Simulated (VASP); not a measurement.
Rh, 3 atoms in the cell. The cell holds a slab with vacuum, 3 atoms: a = 2.709 Å, b = 2.709 Å, c = 19.830 Å, α = 90.00°, β = 90.00°, γ = 90.00°. 

```yaml
Program: VASP 6.6.1
Task: single point
Functional: PBE
Potentials_or_basis: VASP PAW PBE potentials, release 64 (Rh_pv)
Cutoff: 520 eV
k_mesh: 13 × 13 × 1
Occupations: fermi-dirac, width 0.05 eV
Spin: no spin polarisation
Dipole_correction: yes
Further_INCAR_settings: ALGO = Normal; EDIFF = 1e-07; NBANDS = 30
```

Potentials or basis: VASP PAW PBE potentials, release 64 (Rh_pv).

Command:

```console
$ cat potpaw_PBE.64/Rh_pv/POTCAR > POTCAR
$ mpirun -np 1 vasp_std > vasp.out
```

Hardware: 1 thread of AMD EPYC 9R45 96-Core Processor (Zen 5), on a shared host.

Estimate the wall time of this run.

Run time: 72 s on 1 thread of AMD EPYC 9R45 96-Core Processor (Zen 5) (shared host), peak memory 0.24 GiB. Counts: scf iterations 24, k points 28.
